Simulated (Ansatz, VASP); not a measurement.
# Ta: VASP beside Ansatz

Contents of INCAR:

```
SYSTEM = Ta
AGGAC = 1.0 ; AGGAX = 1.0
ALDAC = 0.0 ; ALDAX = 1.0
ALGO = Normal ; EDIFF = 1E-6
ENCUT = 520 ; GGA = B5
ISIF = 2 ; ISMEAR = -1
LASPH = .True. ; LCHARG = .True.
LELF = .True. ; LREAL = .False.
LVHAR = .True. ; LWAVE = .False.
NBANDS = 18 ; NELM = 100
PREC = Accurate ; SIGMA = 0.1
```

File KPOINTS:

```
k-points
0
Gamma
  10 10 10
  0 0 0
```

The input POSCAR:

```
Ta
1.0
    0.0000000000      3.1026957852      3.1026957852
    3.1026957852      0.0000000000      3.1026957852
    3.1026957852      3.1026957852      0.0000000000
Ta
2
Direct
    0.1250000000      0.1250000000      0.1250000000
    0.8750000000      0.8750000000      0.8750000000
```

Input for Ansatz:

```yaml
crystal:
  lattice:
    - [0.0, 3.1026957852, 3.1026957852]
    - [3.1026957852, 0.0, 3.1026957852]
    - [3.1026957852, 3.1026957852, 0.0]
  atoms:
    - { symbol: Ta, position: [0.125, 0.125, 0.125] }
    - { symbol: Ta, position: [0.875, 0.875, 0.875] }
hamiltonian:
  xc: blyp
  pseudopotentials:
    kind: paw
    azcp:
      Ta: "pseudopotentials/Ta.paw.azcp"
basis:
  ecutwfc: 420
  fft_grid_basis: typed
kpoints:
  mp_grid: { grid: [10, 10, 10], shift: [0, 0, 0] }
magnetization:
  spin_polarized: false
scf:
  occupations: { method: fermi_dirac, width: 0.1 }
  lower_state_search: "off"
output:
  stress: true
  write_density: true
  write_potential: true
  elf: true
  volumetric_format: npy
```

Alike in both runs: task single point; functional BLYP; k mesh 10 × 10 × 10; occupations fermi-dirac, width 0.1 eV; no spin polarisation.

|  | VASP | Ansatz |
| --- | --- | --- |
| version | VASP 6.6.1 | Ansatz 0.2.0 |
| potentials or method | VASP PAW PBE potentials, release 64 (Ta_pv), cutoff 520 eV | plane waves (420 eV) with PAW, scalar-relativistic |
| valence electrons in the cell | 22 | 26 |

```tsv
	VASP	Ansatz	Ansatz less VASP
pressure (GPa)	0.3	0.0	-0.24
```

VASP's potentials were made for PBE, not for BLYP. VASP's potentials hold 22 valence electrons a cell and Ansatz's 26, so a difference there can come from the potentials and not from the codes.

Spin-orbit coupling is off throughout.
